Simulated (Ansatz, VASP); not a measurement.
# AlPt: VASP beside Ansatz

The input INCAR:

```
SYSTEM = AlPt
ALGO     = Fast           ! electronic algorithm
EDIFF    = 1E-6           ! SCF threshold, eV
ENCUT    = 520            ! plane-wave cutoff, eV
GGA      = PS             ! functional
ISIF     = 2              ! what is computed and relaxed
ISMEAR   = 0              ! smearing method
LASPH    = .TRUE.         ! aspherical terms in the spheres
LCHARG   = .FALSE.        ! write CHGCAR
LREAL    = .FALSE.        ! projectors in reciprocal space
LWAVE    = .FALSE.        ! write WAVECAR
NBANDS   = 36             ! bands
NELM     = 100            ! most SCF steps
PREC     = Accurate       ! precision mode
SIGMA    = 0.15           ! smearing width, eV
```

Contents of KPOINTS:

```
k-points
0
G
  8 8 8
  0 0 0
```

File POSCAR:

```
AlPt
1.0
    4.7224492663      0.0000000000      0.0000000000
    0.0000000000      4.7224492663      0.0000000000
    0.0000000000      0.0000000000      4.7224492663
Al Pt
4 4
Direct
    0.8441717379      0.8441717379      0.8441717379
    0.6558282621      0.1558282621      0.3441717379
    0.3441717379      0.6558282621      0.1558282621
    0.1558282621      0.3441717379      0.6558282621
    0.1539828120      0.1539828120      0.1539828120
    0.3460171880      0.8460171880      0.6539828120
    0.6539828120      0.3460171880      0.8460171880
    0.8460171880      0.6539828120      0.3460171880
```

Input for Ansatz:

```yaml
crystal:
  lattice:
    - [4.7224492663, 0.0, 0.0]
    - [0.0, 4.7224492663, 0.0]
    - [0.0, 0.0, 4.7224492663]
  atoms:
    - { symbol: Al, position: [0.8441717379, 0.8441717379, 0.8441717379] }
    - { symbol: Al, position: [0.6558282621, 0.1558282621, 0.3441717379] }
    - { symbol: Al, position: [0.3441717379, 0.6558282621, 0.1558282621] }
    - { symbol: Al, position: [0.1558282621, 0.3441717379, 0.6558282621] }
    - { symbol: Pt, position: [0.153982812, 0.153982812, 0.153982812] }
    - { symbol: Pt, position: [0.346017188, 0.846017188, 0.653982812] }
    - { symbol: Pt, position: [0.653982812, 0.346017188, 0.846017188] }
    - { symbol: Pt, position: [0.846017188, 0.653982812, 0.346017188] }
basis:
  ecutwfc: 420
kpoints:
  mp_grid: { grid: [8, 8, 8] }
hamiltonian:
  xc: pbesol
scf:
  occupations: { method: gaussian, width: 0.15 }
output:
  forces: true
  stress: true
  eigenvalues: true
```

Change from the starting cell: strain -0.030 along x and y, -0.030 along z, atoms carried along.

Alike in both runs: task single point; functional PBEsol; k mesh 8 × 8 × 8; occupations gaussian, width 0.15 eV; no spin polarisation.

|  | VASP | Ansatz |
| --- | --- | --- |
| version | VASP 6.6.1 | Ansatz 0.2.0 |
| potentials or method | VASP PAW PBE potentials, release 64 (Al, Pt), cutoff 520 eV | scalar-relativistic, plane waves, PAW |
| valence electrons in the cell | 52 | 84 |

```tsv
	VASP	Ansatz	Ansatz less VASP
gap on the k mesh at the Fermi level (eV)	none	none	-
pressure (GPa)	23.0	22.9	-0.05
rms of the force components (eV/Å)	0.044	0.043	-0.0012
```

VASP's potentials were made for PBE, not for PBEsol. Atom by atom the forces differ by 0.003 eV/Å (rms over components). A gap of «none» marks a metal or a gap that the smearing closes. With one functional, cell and mesh, what is left measures potentials, basis and numerics. VASP's potentials hold 52 valence electrons a cell and Ansatz's 84, so a difference there can come from the potentials and not from the codes.

Neither program's run includes spin-orbit coupling.
